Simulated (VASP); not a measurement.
# CO2 (CO2-III) (Cmce) in VASP: notebook

The runs below take CO2 (CO2-III) through single point, relaxation of cell and atoms, with PBEsol.

Program: VASP 6.6.1. These are calculated values, not measurements. Logs are shortened: lines on timing, memory, paths and dates and some standing lists are left out, and cuts for length are marked.

**1. The cell of the first run**

It takes space group Cmce (No. 64, orthorhombic). The conventional cell has a = 4.681 Å, b = 4.298 Å, c = 5.985 Å, α = 90.00°, β = 90.00°, γ = 90.00°. C (site symmetry 2/m) has 2 O at 1.16 Å within 1.6 Å. Within 1.6 Å of O (site symmetry m) lie 1 C at 1.16 Å.

**2. Single point, PBEsol**

Contents of INCAR:

```
SYSTEM = CO2
  ALGO = Normal
  EDIFF = 1E-7
  ENCUT = 520
  GGA = PS
  ISIF = 2
  ISMEAR = 0
  LASPH = .True.
  LCHARG = .True.
  LELF = .True.
  LREAL = .False.
  LVHAR = .True.
  LWAVE = .False.
  NBANDS = 25
  NELM = 100
  PREC = Accurate
  SIGMA = 0.01
```

Contents of KPOINTS:

```
k-points
0
Gamma
  6 6 5
  0 0 0
```

Contents of POSCAR:

```
CO2
1.0
    2.3403972729     -2.1492228063      0.0000000000
    2.3403972729      2.1492228063      0.0000000000
    0.0000000000      0.0000000000      5.9850130982
C O
2 4
Direct
    0.0000000000      0.0000000000      0.0000000000
    0.5000000000      0.5000000000      0.5000000000
    0.7832454111      0.2167545889      0.1160326145
    0.2167545889      0.7832454111      0.8839673855
    0.7167545889      0.2832454111      0.6160326145
    0.2832454111      0.7167545889      0.3839673855
```

Potentials or basis: VASP PAW PBE potentials, release 64 (C, O).

The run is started by

```console
$ cat potpaw_PBE.64/C/POTCAR potpaw_PBE.64/O/POTCAR > POTCAR
$ mpirun -np 1 vasp_std > vasp.out
```

OUTCAR:

```text
SYSTEM = CO2
   EDIFF = 1E-7
   ENCUT = 520
   GGA = PS
   ISIF = 2
   ISMEAR = 0
   LASPH = .True.
   LREAL = .False.
   NELM = 100
   PREC = Accurate

 ion  position               nearest neighbor table
   1  0.000  0.000  0.000-   3 1.16   4 1.16
   2  0.500  0.500  0.500-   5 1.16   6 1.16
   3  0.783  0.217  0.116-   1 1.16
   4  0.217  0.783  0.884-   1 1.16
   5  0.717  0.283  0.616-   2 1.16
   6  0.283  0.717  0.384-   2 1.16

  LATTYP: Found a base centered orthorhombic cell.
 ALAT       =     4.2984456126
 B/A-ratio  =     1.0889505109
 C/A-ratio  =     1.3923668315

  Lattice vectors:

 A1 = (  -2.3403972729,  -2.1492228063,   0.0000000000)
 A2 = (   2.3403972729,  -2.1492228063,   0.0000000000)
 A3 = (   0.0000000000,   0.0000000000,   5.9850130982)

Analysis of symmetry for initial positions (statically):
=====================================================================
 Subroutine PRICEL returns:
 Original cell was already a primitive cell.

 Routine SETGRP: Setting up the symmetry group for a
 base centered orthorhombic supercell.

 Subroutine GETGRP returns: Found  8 space group operations
 (whereof  4 operations were pure point group operations)
 out of a pool of  8 trial point group operations.

The static configuration has the point symmetry C_2h.
 The point group associated with its full space group is D_2h.

Analysis of symmetry for dynamics (positions and initial velocities):
=====================================================================
 Subroutine PRICEL returns:
 Original cell was already a primitive cell.

 Routine SETGRP: Setting up the symmetry group for a
 base centered orthorhombic supercell.

 Subroutine GETGRP returns: Found  8 space group operations
 (whereof  4 operations were pure point group operations)
 out of a pool of  8 trial point group operations.

The dynamic configuration has the point symmetry C_2h.
 The point group associated with its full space group is D_2h.

 Subroutine INISYM returns: Found  8 space group operations
 (whereof  4 operations are pure point group operations),
 and found     1 'primitive' translations

----------------------------------------------------------------------------------------

                                     Primitive cell

  volume of cell :      60.2097

  direct lattice vectors                    reciprocal lattice vectors
     2.340397273 -2.149222806  0.000000000     0.213638943 -0.232642236  0.000000000
     2.340397273  2.149222806  0.000000000     0.213638943  0.232642236  0.000000000
     0.000000000  0.000000000  5.985013098     0.000000000  0.000000000  0.167084012

  length of vectors
     3.177517595  3.177517595  5.985013098     0.315854410  0.315854410  0.167084012

  position of ions in fractional coordinates (direct lattice)
     0.000000000  0.000000000  0.000000000
     0.500000000  0.500000000  0.500000000
     0.783245411  0.216754589  0.116032614
     0.216754589  0.783245411  0.883967386
     0.716754589  0.283245411  0.616032614
     0.283245411  0.716754589  0.383967386

  ion indices of the primitive-cell ions
   primitive index   ion index
                 1           1
                 2           2
                 3           3
                 4           4
                 5           5
                 6           6

----------------------------------------------------------------------------------------

 KPOINTS: k-points

Automatic generation of k-mesh.
 Grid dimensions read from file:
 generate k-points for:    6    6    5

 Generating k-lattice:

  Cartesian coordinates                     Fractional coordinates (reciprocal lattice)
     0.035606491 -0.038773706  0.000000000     0.166666667  0.000000000  0.000000000
     0.035606491  0.038773706  0.000000000     0.000000000  0.166666667  0.000000000
     0.000000000  0.000000000  0.033416802     0.000000000  0.000000000  0.200000000

  Length of vectors
     0.052642402  0.052642402  0.033416802

  Shift w.r.t. Gamma in fractional coordinates (k-lattice)
     0.000000000  0.000000000  0.000000000

 Subroutine IBZKPT returns following result:
 ===========================================

 Found     39 irreducible k-points:

 Following reciprocal coordinates:
            Coordinates               Weight
  0.000000  0.000000  0.000000      1.000000
  0.166667  0.000000  0.000000      4.000000
  0.333333  0.000000  0.000000      4.000000
  0.500000  0.000000  0.000000      2.000000
  0.166667  0.166667  0.000000      2.000000
  0.333333  0.166667  0.000000      4.000000
[... 16 lines left out ...]
  0.333333  0.333333  0.200000      4.000000
  0.500000  0.333333  0.200000      8.000000
 [... further k-points ...]
   k-points           NKPTS =     39   k-points in BZ     NKDIM =     39   number of bands    NBANDS=     25
   number of dos      NEDOS =    301   number of ions     NIONS =      6
   total plane-waves  NPLWV =  27648
   dimension x,y,z NGX =    24 NGY =   24 NGZ =   48
   dimension x,y,z NGXF=    48 NGYF=   48 NGZF=   96
   ions per type =               2   4
   NGX,Y,Z   is equivalent  to a cutoff of  12.56, 12.56, 13.33 a.u.
   NGXF,Y,Z  is equivalent  to a cutoff of  25.11, 25.11, 26.67 a.u.
 SYSTEM =  CO2
   PREC   = accura    normal or accurate (medium, high low for compatibility)
   ISTART =      0    job   : 0-new  1-cont  2-samecut
   ICHARG =      2    charge: 1-file 2-atom 10-const
   ISPIN  =      1    spin polarized calculation?
   LNONCOLLINEAR =      F non collinear calculations
   LSORBIT =      F    spin-orbit coupling
   LASPH  =      T    aspherical Exc in radial PAW
   ENCUT  =  520.0 eV  38.22 Ry    6.18 a.u.   5.91  5.91 11.13*2*pi/ulx,y,z
   NELM   =    100;   NELMIN=  2; NELMDL= -5     # of ELM steps
   EDIFF  = 0.1E-06   stopping-criterion for ELM
   LREAL  =      F    real-space projection
   EDIFFG = 0.1E-05   stopping-criterion for IOM
   NSW    =      0    number of steps for IOM
   IBRION =     -1    ionic relax: 0-MD 1-quasi-New 2-CG
   NFREE  =      0    steps in history (QN), initial steepest desc. (CG)
   ISIF   =      2    stress and relaxation
   ISYM   =      2    0-nonsym 1-usesym 2-fastsym
   POTIM  = 0.5000    time-step for ionic-motion
   TEBEG  =    0.0;   TEEND  =   0.0 temperature during run
   PSTRESS=    0.0 pullay stress
   NELECT =      32.0000    total number of electrons
   NUPDOWN=      -1.0000    fix difference up-down
   EMIN   =  10.00;   EMAX   =-10.00  energy-range for DOS
   EFERMI =   0.00;   METHOD = LEGACY
   ISMEAR =     0;   SIGMA  =   0.01  broadening in eV -4-tet -1-fermi 0-gaus
   EFERMI_NEDOS =   21; number of points for ismear=-14 and -15
   IALGO  =     38    algorithm
   IMIX   =      4    mixing-type and parameters
     AMIX     =   0.40;   BMIX     =  1.00
     AMIX_MAG =   1.60;   BMIX_MAG =  1.00
  volume/ion in A,a.u.               =      10.03        67.72
  Fermi-wavevector in a.u.,A,eV,Ry     =   1.326079  2.505926 23.925654  1.758486
  Thomas-Fermi vector in A             =   2.455493
   LORBIT       =      0    0 simple, 1 ext, 2 COOP (PROOUT), +10 PAW based schemes
   GGA     = PS    functional components
   LHFCALC =     F    Hartree Fock is set to
   AEXX    =    0.0000 exact exchange contribution
   IVDW    =     0    specifies the selected vdW correction
   LEPSILON=     F    determine dielectric tensor
   LRPA    =     F    only Hartree local field effects (RPA)
 non-spin polarized calculation
 Gauss-broadening in eV      SIGMA  =   0.01
  energy-cutoff  :      520.00
  volume of cell :       60.21
 maximum number of plane-waves:      1637
   NGX = 11   NGY = 11   NGZ = 23

 number of electron      32.0000003 magnetization

 Free energy of the ion-electron system (eV)
  ---------------------------------------------------
  ext. energy  EPLUGINS =         0.00000000
  ---------------------------------------------------
  free energy    TOTEN  =       -46.98945135 eV

  energy without entropy =      -46.98945135  energy(sigma->0) =      -46.98945135

 E-fermi :  -0.5329     XC(G=0): -10.1151

 val. band max:       -0.5884318360   @ k =   0.5000   0.5000   0.0000
 cond. band min:       5.3496895326   @ k =   0.0000   0.0000   0.0000
 fundamental gap:      5.9381213686
 Fermi energy:        -0.5328691631

 k-point     1 :       0.0000    0.0000    0.0000
  band No.  band energies     occupation
      1     -22.3106      2.00000
      2     -21.8144      2.00000
      3     -20.7328      2.00000
      4     -20.4732      2.00000
      5      -6.9973      2.00000
      6      -6.2483      2.00000
[... 17 lines left out ...]
     24      16.2581      0.00000
     25      17.0751      0.00000

 k-point     2 :       0.1667    0.0000    0.0000
  band No.  band energies     occupation
      1     -22.2085      2.00000
      2     -21.7613      2.00000
      3     -20.7383      2.00000
      4     -20.5291      2.00000
      5      -7.1377      2.00000
      6      -6.2187      2.00000
[... 17 lines left out ...]
     24      15.6081      0.00000
     25      16.7687      0.00000

 k-point     3 :       0.3333    0.0000    0.0000
  band No.  band energies     occupation
      1     -21.9539      2.00000
      2     -21.6656      2.00000
      3     -20.7612      2.00000
      4     -20.6682      2.00000
      5      -7.3142      2.00000
      6      -6.6218      2.00000
[... 552 lines left out ...]
 k-point    23 :       0.3333    0.3333    0.2000
  band No.  band energies     occupation
      1     -21.7351      2.00000
      2     -21.4926      2.00000
      3     -20.7646      2.00000
      4     -20.7362      2.00000
      5      -7.1598      2.00000
      6      -6.9551      2.00000
[... 17 lines left out ...]
     24      15.2207      0.00000
     25      15.5786      0.00000

 k-point    24 :       0.5000    0.3333    0.2000
  band No.  band energies     occupation
      1     -21.5935      2.00000
      2     -21.4504      2.00000
      3     -20.7941      2.00000
      4     -20.7823      2.00000
      5      -7.2394      2.00000
      6      -6.9312      2.00000
[... 17 lines left out ...]
     24      14.5167      0.00000
     25      14.9116      0.00000

 [... further k-points ...]

------------------------ aborting loop because EDIFF is reached ----------------------------------------

  FORCE on cell =-STRESS in cart. coord.  units (eV):
  Direction    XX          YY          ZZ          XY          YZ          ZX
  --------------------------------------------------------------------------------------
  -------------------------------------------------------------------------------------
  Total        3.6028313      5.8038430      4.7775156      0.0000000     -0.0000000      0.0000000
  in kB       95.8712493    154.4401127    127.1295690      0.0000000     -0.0000000      0.0000000
  external PRESSURE =     125.8136437 kB  Pullay stress =       0.0000000 kB

 VOLUME and BASIS-vectors are now :
 -----------------------------------------------------------------------------
  energy-cutoff  :      520.00
  volume of cell :       60.21
      direct lattice vectors                 reciprocal lattice vectors
     2.340397273 -2.149222806  0.000000000     0.213638943 -0.232642236  0.000000000
     2.340397273  2.149222806  0.000000000     0.213638943  0.232642236  0.000000000
     0.000000000  0.000000000  5.985013098     0.000000000  0.000000000  0.167084012

 POSITION                                       TOTAL-FORCE (eV/Angst)
 -----------------------------------------------------------------------------------
      0.00000      0.00000      0.00000         0.000000     -0.000000      0.000000
      2.34040      0.00000      2.99251         0.000000     -0.000000      0.000000
      2.34040     -1.21751      0.69446         0.000000      0.594493      0.441006
      2.34040      1.21751      5.29056         0.000000     -0.594493     -0.441006
      2.34040     -0.93171      3.68696         0.000000     -0.594493      0.441006
      2.34040      0.93171      2.29805         0.000000      0.594493     -0.441006
 -----------------------------------------------------------------------------------
    total drift:                               -0.000000     -0.000000      0.000000

  FREE ENERGIE OF THE ION-ELECTRON SYSTEM (eV)
  ---------------------------------------------------
  free  energy   TOTEN  =       -46.9894513472 eV

  energy  without entropy=      -46.9894513472  energy(sigma->0) =      -46.98945135
```

Wall time 18 s (1 thread of Intel Xeon 6975P-C (Granite Rapids), shared host); peak memory 0.18 GiB.

Results:

- Free energy: -46.9895 eV
- Pressure: 12.6 GPa
- Largest force: 0.740 eV/Å
- Band gap on the k mesh: 5.94 eV, indirect (least direct gap 7.00 eV)

Forces in eV/Å, atoms in the order of the input:
```
C    0.000  0.000  0.000
C    0.000  0.000  0.000
O    0.000  0.594  0.441
O    0.000 -0.594 -0.441
O    0.000 -0.594  0.441
O    0.000  0.594 -0.441
```

Levels at points of the mesh, in eV from the valence-band top:
```tsv
k point	band 13	band 14	band 15	band 16	band 17	band 18	band 19	band 20
(0.00, 0.00, 0.00)	-1.80	-1.79	-1.13	-1.06	5.94	6.85	6.89	7.10
(0.50, 0.00, 0.00)	-1.24	-1.24	-0.48	-0.48	6.78	6.78	8.53	8.53
(0.50, 0.50, 0.00)	-1.99	-1.42	-0.72	0.00	7.18	8.99	9.18	9.30
```

Caveat: the PAW data sets were made with another functional, which shifts forces and pressure a little.

(Continued in part 2 of 2.)
